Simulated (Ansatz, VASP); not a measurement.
Ti: VASP beside Ansatz

The input INCAR:

```
ALGO     = Normal         # electronic algorithm
EDIFF    = 1E-6           # SCF threshold, eV
EDIFFG   = -0.001         # ionic threshold
ENCUT    = 600            # plane-wave cutoff, eV
GGA      = PS             # functional
IBRION   = 2              # ionic algorithm
ISIF     = 3              # what is computed and relaxed
ISMEAR   = -1             # smearing method
LASPH    = T              # aspherical terms in the spheres
LCHARG   = F              # write CHGCAR
LREAL    = F              # projectors in reciprocal space
LWAVE    = F              # write WAVECAR
NELM     = 100            # most SCF steps
NSW      = 80             # ionic steps
PREC     = Accurate       # precision mode
SIGMA    = 0.15           # smearing width, eV
```

The input KPOINTS:

```
k-points
0
Gamma
  20 20 20
```

The input POSCAR:

```
Ti
1.0
   -1.6051160628      1.6051160628      1.6051160628
    1.6051160628     -1.6051160628      1.6051160628
    1.6051160628      1.6051160628     -1.6051160628
Ti
1
Direct
    0.0000000000      0.0000000000      0.0000000000
```

Input for Ansatz:

```yaml
crystal:
  lattice:
    - [-1.6051160628, 1.6051160628, 1.6051160628]
    - [1.6051160628, -1.6051160628, 1.6051160628]
    - [1.6051160628, 1.6051160628, -1.6051160628]
  atoms:
    - { symbol: Ti, position: [0.0, 0.0, 0.0] }
basis:
  ecutwfc: 420
kpoints:
  mp_grid: { grid: [20, 20, 20] }
hamiltonian:
  xc: pbesol
scf:
  occupations: { method: fermi_dirac, width: 0.15 }
output:
  forces: true
  stress: true
  eigenvalues: true
relax:
  adjacent_minimum: "off"
  f_tol: 0.001
  max_steps: 60
  cell: { stress_tol: 0.01 }
```

Alike in both runs: task relaxation of cell and atoms; functional PBEsol; k mesh 20 × 20 × 20; occupations fermi-dirac, width 0.15 eV; no spin polarisation.

```csv
,VASP,Ansatz
version,VASP 6.6.1,Ansatz 0.2.0
potentials or method,"VASP PAW PBE potentials, release 64 (Ti_sv), cutoff 600 eV","scalar-relativistic, plane waves, PAW"
valence electrons in the cell,12,12
```

Ansatz gave:

```
gap on the k mesh at the Fermi level, each at its own relaxed structure (eV) : none
relaxed volume (Å³/atom)                                                     : 16.68
relaxed length of the cell vector where the two differ most in proportion (Å)              : 2.788
```

Q: Which values does VASP return?

A: gap on the k mesh at the Fermi level, each at its own relaxed structure (eV): none; relaxed volume (Å³/atom): 16.65; relaxed length of the cell vector where the two differ most in proportion (Å): 2.786.

VASP's potentials were made for PBE, not for PBEsol. A gap of «none» marks a metal or a gap that the smearing closes.
